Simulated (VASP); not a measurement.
# Li2O (Fm-3m) in VASP: single point with LDA

Aim: the single point of Li2O with LDA.

Program: VASP 6.6.1. These are calculated values, not measurements. Logs are shortened: lines on timing, memory, paths and dates and some standing lists are left out, and cuts for length are marked.

## (1) The cell of the first run

Symmetry: Fm-3m, No. 225, cubic system. The conventional cell has a = 4.610 Å, b = 4.610 Å, c = 4.610 Å, α = 90.00°, β = 90.00°, γ = 90.00°. Li (site symmetry -43m) has 4 O at 2.00 Å and 6 Li at 2.30 to 2.31 Å within 2.6 Å. Within 2.6 Å of O (site symmetry m-3m) lie 8 Li at 2.00 Å.

## (2) Single point, LDA

INCAR

```
ALGO = Normal ; EDIFF = 1E-6
ENCUT = 750 ; GGA = CA
GGA_COMPAT = F ; ISIF = 2
ISMEAR = 0 ; LASPH = T
LCHARG = T ; LELF = T
LREAL = F ; LVHAR = T
LWAVE = F ; NBANDS = 13
NELM = 120 ; PREC = Accurate
SIGMA = 0.01
```

KPOINTS

```
k-points
0
Gamma
  6 6 6
```

POSCAR

```
Li2O
1.0
    0.0000000000      2.3050000000      2.3050000000
    2.3050000000      0.0000000000      2.3050000000
    2.3050000000      2.3050000000      0.0000000000
Li O
2 1
Direct
    0.2500000000      0.2500000000      0.2500000000
    0.7500000000      0.7500000000      0.7500000000
    0.0000000000      0.0000000000      0.0000000000
```

Potentials or basis: VASP PAW LDA potentials, release 64 (Li_sv, O).

On the command line:

```console
cat potpaw_LDA.64/Li_sv/POTCAR potpaw_LDA.64/O/POTCAR > POTCAR
mpirun -np 1 vasp_std > vasp.out
```

OUTCAR:

```text
EDIFF = 1E-6
   ENCUT = 750
   GGA = CA
   ISIF = 2
   ISMEAR = 0
   LASPH = T
   LREAL = F
   NELM = 120
   PREC = Accurate

 ion  position               nearest neighbor table
   1  0.250  0.250  0.250-   3 2.00   3 2.00   3 2.00   3 2.00   2 2.31   2 2.31   2 2.31   2 2.31
                             2 2.31   2 2.31
   2  0.750  0.750  0.750-   3 2.00   3 2.00   3 2.00   3 2.00   1 2.31   1 2.31   1 2.31   1 2.31
                             1 2.31   1 2.31
   3  0.000  0.000  0.000-   1 2.00   2 2.00   2 2.00   2 2.00   2 2.00   1 2.00   1 2.00   1 2.00

  LATTYP: Found a face centered cubic cell.
 ALAT       =     4.6100000000

  Lattice vectors:

 A1 = (   0.0000000000,   2.3050000000,   2.3050000000)
 A2 = (   2.3050000000,   0.0000000000,   2.3050000000)
 A3 = (   2.3050000000,   2.3050000000,   0.0000000000)

Analysis of symmetry for initial positions (statically):
=====================================================================
 Subroutine PRICEL returns:
 Original cell was already a primitive cell.

 Routine SETGRP: Setting up the symmetry group for a
 face centered cubic supercell.

 Subroutine GETGRP returns: Found 48 space group operations
 (whereof 48 operations were pure point group operations)
 out of a pool of 48 trial point group operations.

The static configuration has the point symmetry O_h .

Analysis of symmetry for dynamics (positions and initial velocities):
=====================================================================
 Subroutine PRICEL returns:
 Original cell was already a primitive cell.

 Routine SETGRP: Setting up the symmetry group for a
 face centered cubic supercell.

 Subroutine GETGRP returns: Found 48 space group operations
 (whereof 48 operations were pure point group operations)
 out of a pool of 48 trial point group operations.

The dynamic configuration has the point symmetry O_h .

 Subroutine INISYM returns: Found 48 space group operations
 (whereof 48 operations are pure point group operations),
 and found     1 'primitive' translations

----------------------------------------------------------------------------------------

                                     Primitive cell

  volume of cell :      24.4930

  direct lattice vectors                    reciprocal lattice vectors
     0.000000000  2.305000000  2.305000000    -0.216919740  0.216919740  0.216919740
     2.305000000  0.000000000  2.305000000     0.216919740 -0.216919740  0.216919740
     2.305000000  2.305000000  0.000000000     0.216919740  0.216919740 -0.216919740

  length of vectors
     3.259762261  3.259762261  3.259762261     0.375716010  0.375716010  0.375716010

  position of ions in fractional coordinates (direct lattice)
     0.250000000  0.250000000  0.250000000
     0.750000000  0.750000000  0.750000000
     0.000000000  0.000000000  0.000000000

  ion indices of the primitive-cell ions
   primitive index   ion index
                 1           1
                 2           2
                 3           3

----------------------------------------------------------------------------------------

 KPOINTS: k-points

Automatic generation of k-mesh.
 Grid dimensions read from file:
 generate k-points for:    6    6    6

 Generating k-lattice:

  Cartesian coordinates                     Fractional coordinates (reciprocal lattice)
    -0.036153290  0.036153290  0.036153290     0.166666667  0.000000000  0.000000000
     0.036153290 -0.036153290  0.036153290     0.000000000  0.166666667  0.000000000
     0.036153290  0.036153290 -0.036153290     0.000000000  0.000000000  0.166666667

  Length of vectors
     0.062619335  0.062619335  0.062619335

  Shift w.r.t. Gamma in fractional coordinates (k-lattice)
     0.000000000  0.000000000  0.000000000

 Subroutine IBZKPT returns following result:
 ===========================================

 Found     16 irreducible k-points:

 Following reciprocal coordinates:
            Coordinates               Weight
  0.000000  0.000000  0.000000      1.000000
  0.166667  0.000000  0.000000      8.000000
  0.333333  0.000000  0.000000      8.000000
  0.500000  0.000000  0.000000      4.000000
  0.166667  0.166667  0.000000      6.000000
  0.333333  0.166667  0.000000     24.000000
[... 8 lines left out ...]
 -0.333333  0.333333  0.166667     24.000000
 -0.333333  0.500000  0.166667     12.000000
   k-points           NKPTS =     16   k-points in BZ     NKDIM =     16   number of bands    NBANDS=     13
   number of dos      NEDOS =    301   number of ions     NIONS =      3
   total plane-waves  NPLWV =  27000
   dimension x,y,z NGX =    30 NGY =   30 NGZ =   30
   dimension x,y,z NGXF=    60 NGYF=   60 NGZF=   60
   ions per type =               2   1
   NGX,Y,Z   is equivalent  to a cutoff of  15.30, 15.30, 15.30 a.u.
   NGXF,Y,Z  is equivalent  to a cutoff of  30.60, 30.60, 30.60 a.u.
 SYSTEM =  unknown system
   PREC   = accura    normal or accurate (medium, high low for compatibility)
   ISTART =      0    job   : 0-new  1-cont  2-samecut
   ICHARG =      2    charge: 1-file 2-atom 10-const
   ISPIN  =      1    spin polarized calculation?
   LNONCOLLINEAR =      F non collinear calculations
   LSORBIT =      F    spin-orbit coupling
   LASPH  =      T    aspherical Exc in radial PAW
   ENCUT  =  750.0 eV  55.12 Ry    7.42 a.u.   7.28  7.28  7.28*2*pi/ulx,y,z
   NELM   =    120;   NELMIN=  2; NELMDL= -5     # of ELM steps
   EDIFF  = 0.1E-05   stopping-criterion for ELM
   LREAL  =      F    real-space projection
   EDIFFG = 0.1E-04   stopping-criterion for IOM
   NSW    =      0    number of steps for IOM
   IBRION =     -1    ionic relax: 0-MD 1-quasi-New 2-CG
   NFREE  =      0    steps in history (QN), initial steepest desc. (CG)
   ISIF   =      2    stress and relaxation
   ISYM   =      2    0-nonsym 1-usesym 2-fastsym
   POTIM  = 0.5000    time-step for ionic-motion
   TEBEG  =    0.0;   TEEND  =   0.0 temperature during run
   PSTRESS=    0.0 pullay stress
   NELECT =      12.0000    total number of electrons
   NUPDOWN=      -1.0000    fix difference up-down
   EMIN   =  10.00;   EMAX   =-10.00  energy-range for DOS
   EFERMI =   0.00;   METHOD = LEGACY
   ISMEAR =     0;   SIGMA  =   0.01  broadening in eV -4-tet -1-fermi 0-gaus
   EFERMI_NEDOS =   21; number of points for ismear=-14 and -15
   IALGO  =     38    algorithm
   IMIX   =      4    mixing-type and parameters
     AMIX     =   0.40;   BMIX     =  1.00
     AMIX_MAG =   1.60;   BMIX_MAG =  1.00
  volume/ion in A,a.u.               =       8.16        55.10
  Fermi-wavevector in a.u.,A,eV,Ry     =   1.290588  2.438858 22.662103  1.665618
  Thomas-Fermi vector in A             =   2.422410
   LORBIT       =      0    0 simple, 1 ext, 2 COOP (PROOUT), +10 PAW based schemes
   GGA     = CA    functional components
   LHFCALC =     F    Hartree Fock is set to
   AEXX    =    0.0000 exact exchange contribution
   IVDW    =     0    specifies the selected vdW correction
   LEPSILON=     F    determine dielectric tensor
   LRPA    =     F    only Hartree local field effects (RPA)
 non-spin polarized calculation
 Gauss-broadening in eV      SIGMA  =   0.01
  energy-cutoff  :      750.00
  volume of cell :       24.49
 maximum number of plane-waves:      1158
 NGX is ok and might be reduce to    30
   NGX = 15   NGY = 15   NGZ = 15

 number of electron      12.0000001 magnetization

 Free energy of the ion-electron system (eV)
  ---------------------------------------------------
  ext. energy  EPLUGINS =         0.00000000
  ---------------------------------------------------
  free energy    TOTEN  =       -15.72384406 eV

  energy without entropy =      -15.72384406  energy(sigma->0) =      -15.72384406

 E-fermi :   1.2963     XC(G=0): -10.2630

 val. band max:        1.1730857761   @ k =   0.0000   0.0000   0.0000
 cond. band min:       5.9866100070   @ k =   0.5000   0.5000   0.0000
 fundamental gap:      4.8135242309
 Fermi energy:         1.2963015625

 k-point     1 :       0.0000    0.0000    0.0000
  band No.  band energies     occupation
      1     -40.6989      2.00000
      2     -40.3229      2.00000
      3     -13.9403      2.00000
      4       1.1731      2.00000
      5       1.1731      2.00000
      6       1.1731      2.00000
      7       6.4657      0.00000
      8      12.7995      0.00000
      9      12.7995      0.00000
     10      12.7995      0.00000
     11      19.9652      0.00000
     12      19.9652      0.00000
     13      19.9652      0.00000

 k-point     2 :       0.1667    0.0000    0.0000
  band No.  band energies     occupation
      1     -40.6697      2.00000
      2     -40.3445      2.00000
      3     -13.8891      2.00000
      4       0.3191      2.00000
      5       1.0459      2.00000
      6       1.0459      2.00000
      7       7.1461      0.00000
      8      12.8433      0.00000
      9      13.1452      0.00000
     10      13.1452      0.00000
     11      18.1747      0.00000
     12      18.1747      0.00000
     13      20.8961      0.00000

 k-point     3 :       0.3333    0.0000    0.0000
  band No.  band energies     occupation
      1     -40.5930      2.00000
      2     -40.4057      2.00000
      3     -13.7774      2.00000
      4      -1.0570      2.00000
      5       0.8142      2.00000
      6       0.8142      2.00000
      7       8.6684      0.00000
      8      12.2614      0.00000
      9      13.2245      0.00000
     10      13.2245      0.00000
     11      17.9643      0.00000
     12      17.9643      0.00000
     13      22.8207      0.00000
[... 177 lines left out ...]
 k-point    15 :      -0.3333    0.3333    0.1667
  band No.  band energies     occupation
      1     -40.4912      2.00000
      2     -40.4909      2.00000
      3     -13.6741      2.00000
      4      -1.1246      2.00000
      5      -0.1071      2.00000
      6       0.0854      2.00000
      7       8.5855      0.00000
      8      11.3653      0.00000
      9      14.6082      0.00000
     10      14.8317      0.00000
     11      18.6261      0.00000
     12      18.9337      0.00000
     13      24.0824      0.00000

 k-point    16 :      -0.3333    0.5000    0.1667
  band No.  band energies     occupation
      1     -40.5200      2.00000
      2     -40.4589      2.00000
      3     -13.6634      2.00000
      4      -0.6213      2.00000
      5      -0.3851      2.00000
      6      -0.3025      2.00000
      7       7.4721      0.00000
      8      12.3183      0.00000
      9      14.8098      0.00000
     10      15.4578      0.00000
     11      17.8240      0.00000
     12      20.9112      0.00000
     13      23.0541      0.00000

------------------------ aborting loop because EDIFF is reached ----------------------------------------

  FORCE on cell =-STRESS in cart. coord.  units (eV):
  Direction    XX          YY          ZZ          XY          YZ          ZX
  --------------------------------------------------------------------------------------
  -------------------------------------------------------------------------------------
  Total       -0.9854261     -0.9854261     -0.9854261      0.0000000      0.0000000     -0.0000000
  in kB      -64.4602284    -64.4602284    -64.4602284      0.0000000      0.0000000     -0.0000000
  external PRESSURE =     -64.4602284 kB  Pullay stress =       0.0000000 kB

 VOLUME and BASIS-vectors are now :
 -----------------------------------------------------------------------------
  energy-cutoff  :      750.00
  volume of cell :       24.49
      direct lattice vectors                 reciprocal lattice vectors
     0.000000000  2.305000000  2.305000000    -0.216919740  0.216919740  0.216919740
     2.305000000  0.000000000  2.305000000     0.216919740 -0.216919740  0.216919740
     2.305000000  2.305000000  0.000000000     0.216919740  0.216919740 -0.216919740

 POSITION                                       TOTAL-FORCE (eV/Angst)
 -----------------------------------------------------------------------------------
      1.15250      1.15250      1.15250        -0.000000     -0.000000     -0.000000
      3.45750      3.45750      3.45750         0.000000      0.000000      0.000000
      0.00000      0.00000      0.00000         0.000000      0.000000      0.000000
 -----------------------------------------------------------------------------------
    total drift:                                0.000000     -0.000000      0.000000

  FREE ENERGIE OF THE ION-ELECTRON SYSTEM (eV)
  ---------------------------------------------------
  free  energy   TOTEN  =       -15.7238440569 eV

  energy  without entropy=      -15.7238440569  energy(sigma->0) =      -15.72384406
```

Run time: 14 s. Hardware: 1 thread of AMD EPYC 7R43 (Zen 3), shared host; peak memory 0.11 GiB.

What came out:

| Quantity | Value |
| --- | --- |
| Free energy | -15.7238 eV |
| Pressure | -6.4 GPa |
| Band gap on the k mesh | 4.81 eV, indirect (least direct gap 5.29 eV) |

A k mesh can miss the band edges.
